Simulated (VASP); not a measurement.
# Ru (P6_3/mmc) in VASP: elastic constants with LDA

Aim: the elastic constants of Ru with LDA.

Everything below comes from runs of VASP 6.6.1. Logs are shortened: lines on timing, memory, paths and dates and some standing lists are left out, and cuts for length are marked.

## (1) The cell of the first run

The structure is hexagonal, space group P6_3/mmc (No. 194). The conventional cell has a = 2.676 Å, b = 2.676 Å, c = 4.226 Å, α = 90.00°, β = 90.00°, γ = 120.00°. Ru (site symmetry -6m2) has 12 Ru at 2.62 to 2.68 Å within 3.5 Å.

## (2) Elastic constants, LDA

File INCAR:

```
PREC = Accurate ; ENCUT = 600
EDIFF = 1E-8 ; ISMEAR = -1
SIGMA = 0.15 ; LREAL = False
LASPH = True ; NELM = 100
ALGO = Normal ; ISIF = 3
LWAVE = False ; LCHARG = False
GGA = CA ; NBANDS = 21
IBRION = 6 ; NFREE = 2
POTIM = 0.015 ; NSW = 1
```

File KPOINTS:

```
regular mesh
0
Gamma
  18 18 10
```

File POSCAR:

```
Ru
1.0
    2.6758287514      0.0000000000      0.0000000000
   -1.3379143757      2.3173356749      0.0000000000
    0.0000000000      0.0000000000      4.2263843414
Ru
2
Direct
    0.3333333333      0.6666666667      0.2500000000
    0.6666666667      0.3333333333      0.7500000000
```

Potentials or basis: VASP PAW LDA potentials, release 64 (Ru_pv).

Command:

```
> cat potpaw_LDA.64/Ru_pv/POTCAR > POTCAR
> mpirun -np 1 vasp_std > vasp.out
```

OUTCAR:

```text
PREC = Accurate
   ENCUT = 600
   EDIFF = 1E-8
   ISMEAR = -1
   LREAL = False
   LASPH = True
   NELM = 100
   ISIF = 3
   GGA = CA
   IBRION = 6
   NFREE = 2
   POTIM = 0.015
   NSW = 1

 ion  position               nearest neighbor table
   1  0.333  0.667  0.250-   2 2.62   2 2.62   2 2.62   2 2.62   2 2.62   2 2.62
   2  0.667  0.333  0.750-   1 2.62   1 2.62   1 2.62   1 2.62   1 2.62   1 2.62

  LATTYP: Found a hexagonal cell.
 ALAT       =     2.6758287514
 C/A-ratio  =     1.5794674226

  Lattice vectors:

 A1 = (   2.6758287514,   0.0000000000,   0.0000000000)
 A2 = (  -1.3379143757,   2.3173356749,   0.0000000000)
 A3 = (   0.0000000000,   0.0000000000,   4.2263843414)

Analysis of symmetry for initial positions (statically):
=====================================================================
 Subroutine PRICEL returns:
 Original cell was already a primitive cell.

 Routine SETGRP: Setting up the symmetry group for a
 hexagonal supercell.

 Subroutine GETGRP returns: Found 24 space group operations
 (whereof 12 operations were pure point group operations)
 out of a pool of 24 trial point group operations.

The static configuration has the point symmetry D_3d.
 The point group associated with its full space group is D_6h.

Analysis of symmetry for dynamics (positions and initial velocities):
=====================================================================
 Subroutine PRICEL returns:
 Original cell was already a primitive cell.

 Routine SETGRP: Setting up the symmetry group for a
 hexagonal supercell.

 Subroutine GETGRP returns: Found 24 space group operations
 (whereof 12 operations were pure point group operations)
 out of a pool of 24 trial point group operations.

The dynamic configuration has the point symmetry D_3d.
 The point group associated with its full space group is D_6h.

 Subroutine INISYM returns: Found 24 space group operations
 (whereof 12 operations are pure point group operations),
 and found     1 'primitive' translations

----------------------------------------------------------------------------------------

                                     Primitive cell

  volume of cell :      26.2069

  direct lattice vectors                    reciprocal lattice vectors
     2.675828751  0.000000000  0.000000000     0.373715993  0.215765029  0.000000000
    -1.337914376  2.317335675  0.000000000     0.000000000  0.431530059  0.000000000
     0.000000000  0.000000000  4.226384341     0.000000000  0.000000000  0.236608865

  length of vectors
     2.675828751  2.675828751  4.226384341     0.431530059  0.431530059  0.236608865

  position of ions in fractional coordinates (direct lattice)
     0.333333333  0.666666667  0.250000000
     0.666666667  0.333333333  0.750000000

  ion indices of the primitive-cell ions
   primitive index   ion index
                 1           1
                 2           2

----------------------------------------------------------------------------------------

 KPOINTS: regular mesh

[... 107 lines left out ...]

 number of electron      27.9999993 magnetization

 Free energy of the ion-electron system (eV)
  ---------------------------------------------------
  ext. energy  EPLUGINS =         0.00000000
  ---------------------------------------------------
  free energy    TOTEN  =       -21.44839227 eV

  energy without entropy =      -21.33119813  energy(sigma->0) =      -21.38979520

------------------------ aborting loop because EDIFF is reached ----------------------------------------

  FORCE on cell =-STRESS in cart. coord.  units (eV):
  Direction    XX          YY          ZZ          XY          YZ          ZX
  --------------------------------------------------------------------------------------
  -------------------------------------------------------------------------------------
  Total        0.1522533      0.1522533      0.1685460      0.0000000     -0.0000000     -0.0000000
  in kB        9.3080976      9.3080976     10.3041632      0.0000000     -0.0000000     -0.0000000
  external PRESSURE =       9.6401194 kB  Pullay stress =       0.0000000 kB
[... 89 lines left out ...]
  FREE ENERGIE OF THE ION-ELECTRON SYSTEM (eV)
  ---------------------------------------------------
  free  energy   TOTEN  =       -21.4332547131 eV

  energy  without entropy=      -21.3187473780  energy(sigma->0) =      -21.37600105

[... ionic steps 4 to 14 ...]

--------------------------------------- Ionic step       15  -------------------------------------------

 number of electron      27.9999995 magnetization

------------------------ aborting loop because EDIFF is reached ----------------------------------------
[... 67 lines left out ...]
--------------------------------------- Ionic step       17  -------------------------------------------

 number of electron      27.9999995 magnetization

 Free energy of the ion-electron system (eV)
  ---------------------------------------------------
  ext. energy  EPLUGINS =         0.00000000
  ---------------------------------------------------
  free energy    TOTEN  =       -21.44683812 eV

  energy without entropy =      -21.32953457  energy(sigma->0) =      -21.38818635

 E-fermi :  13.3748     XC(G=0): -14.5990

 val. band max:       13.3739828246   @ k =   0.4444   0.1111   0.5000
 cond. band min:      13.3812418432   @ k =   0.1111   0.0556   0.4000
 fundamental gap:      0.0072590186
 Fermi energy:        13.3747721492

 k-point     1 :       0.0000    0.0000    0.0000
  band No.  band energies     occupation
      1     -30.2460      2.00000
      2     -29.1771      2.00000
      3     -29.1771      2.00000
      4     -28.9819      2.00000
      5     -28.9819      2.00000
      6     -28.9338      2.00000
[... 565 lines left out ...]
     20      23.3106      0.00000
     21      24.7912      0.00000

 [... further k-points ...]

------------------------ aborting loop because EDIFF is reached ----------------------------------------

  FORCE on cell =-STRESS in cart. coord.  units (eV):
  Direction    XX          YY          ZZ          XY          YZ          ZX
  --------------------------------------------------------------------------------------
  -------------------------------------------------------------------------------------
  Total        0.1563264      0.1563264      0.1833689      0.0000000      0.0000000      0.0000000
  in kB        9.5571110      9.5571110     11.2103741      0.0000000      0.0000000      0.0000000
  external PRESSURE =      10.1081987 kB  Pullay stress =       0.0000000 kB
[... 17 lines left out ...]
  FREE ENERGIE OF THE ION-ELECTRON SYSTEM (eV)
  ---------------------------------------------------
  free  energy   TOTEN  =       -21.4468381243 eV

  energy  without entropy=      -21.3295345744  energy(sigma->0) =      -21.38818635

 INTERNAL STRAIN TENSORS FROM STRAINED CELLS
 ============================================

 INTERNAL STRAIN TENSOR FOR ION    1 for displacements in x,y,z  (eV/Angst):
          X           Y           Z          XY          YZ          ZX
  --------------------------------------------------------------------------------
  x    -0.00000     0.00000    -0.00000    -3.07369    -0.00000     0.00000
  y    -3.07842     3.07475     0.00000     0.00013    -0.00010     0.00015
  z     0.00000    -0.00000     0.00000    -0.00000    -0.00380    -0.00000

 INTERNAL STRAIN TENSORS FROM DISPLACED ATOMS
 ============================================

 INTERNAL STRAIN TENSOR FOR ION    1 for displacements in x,y,z  (eV/Angst):
          X           Y           Z          XY          YZ          ZX
  --------------------------------------------------------------------------------
  x     0.00000     0.00000     0.00000    -3.07190     0.00000     0.00000
  y    -3.07190     3.07190     0.00000     0.00000     0.00000     0.00000
  z     0.00000     0.00000     0.00000     0.00000     0.00000     0.00000

 INTERNAL STRAIN TENSOR FOR ION    2 for displacements in x,y,z  (eV/Angst):
          X           Y           Z          XY          YZ          ZX
  --------------------------------------------------------------------------------
  x     0.00000     0.00000     0.00000     3.07190     0.00000     0.00000
  y     3.07190    -3.07190    -0.00000     0.00000     0.00000     0.00000
  z    -0.00000    -0.00000    -0.00000     0.00000     0.00000     0.00000

 Eigenvectors and eigenvalues of the dynamical matrix
 ----------------------------------------------------

   1 f  =    8.176522 THz    51.374603 2PiTHz  272.739414 cm-1    33.815362 meV
             X         Y         Z           dx          dy          dz
     -0.000000  1.544890  1.056596    -0.000000    0.000000   -0.707107
      1.337914  0.772445  3.169788     0.000000    0.000000    0.707107
[... 21 lines left out ...]
   6 f  =    0.000000 THz     0.000000 2PiTHz    0.000000 cm-1     0.000000 meV
             X         Y         Z           dx          dy          dz
     -0.000000  1.544890  1.056596     0.000000    0.000000    0.707107
      1.337914  0.772445  3.169788    -0.000000    0.000000    0.707107

--------------------------------------------------------------------------------------------------------

 ELASTIC MODULI CONTR FROM IONIC RELAXATION (kBar)
 Direction    XX          YY          ZZ          XY          YZ          ZX
 --------------------------------------------------------------------------------
 XX         -74.5924     74.5924      0.0000     -0.0000      0.0000      0.0000
 YY          74.5924    -74.5924     -0.0000      0.0000      0.0000      0.0000
 ZZ           0.0000     -0.0000     -0.0000      0.0000      0.0000      0.0000
 XY          -0.0000      0.0000      0.0000    -74.5924      0.0000      0.0000
 YZ           0.0000      0.0000      0.0000      0.0000      0.0000      0.0000
 ZX           0.0000      0.0000      0.0000      0.0000      0.0000      0.0000
 --------------------------------------------------------------------------------

 TOTAL ELASTIC MODULI (kBar)
 Direction    XX          YY          ZZ          XY          YZ          ZX
 --------------------------------------------------------------------------------
 XX        6574.2800   2184.1599   2077.4378     -0.0000      0.0000      0.0000
 YY        2184.1599   6574.2800   2077.4378      0.0000     -0.0000      0.0000
 ZZ        2077.4378   2077.4378   7386.4750     -0.0000      0.0000      0.0000
 XY          -0.0000      0.0000     -0.0000   2195.0600      0.0000      0.0000
 YZ           0.0000     -0.0000      0.0000      0.0000   2097.1376      0.0000
 ZX           0.0000      0.0000      0.0000      0.0000      0.0000   2097.1377
 --------------------------------------------------------------------------------
```

It took 89 min on 1 thread of Oxide Virtual Turin-like, shared host; peak memory 0.91 GiB.

What came out:

| Item | Value |
| --- | --- |
| Voigt bulk modulus | 369 GPa |
| Highest phonon frequency at Γ | 273 cm⁻¹ |

Phonon frequencies in cm⁻¹ (negative: imaginary):
```csv
q point,frequencies
"(0.000, 0.000, 0.000)",0 0 0 204 204 273
```

Elastic tensor in Voigt notation (GPa, in the Cartesian axes of the cell as first typed):
```
657 218 208   0   0   0
218 657 208   0   0   0
208 208 739   0   0   0
  0   0   0 210   0   0
  0   0   0   0 210   0
  0   0   0   0   0 220
```

Clamped-ion elastic tensor (GPa):
```
665 211 208   0   0   0
211 665 208   0   0   0
208 208 739   0   0   0
  0   0   0 210   0   0
  0   0   0   0 210   0
  0   0   0   0   0 227
```
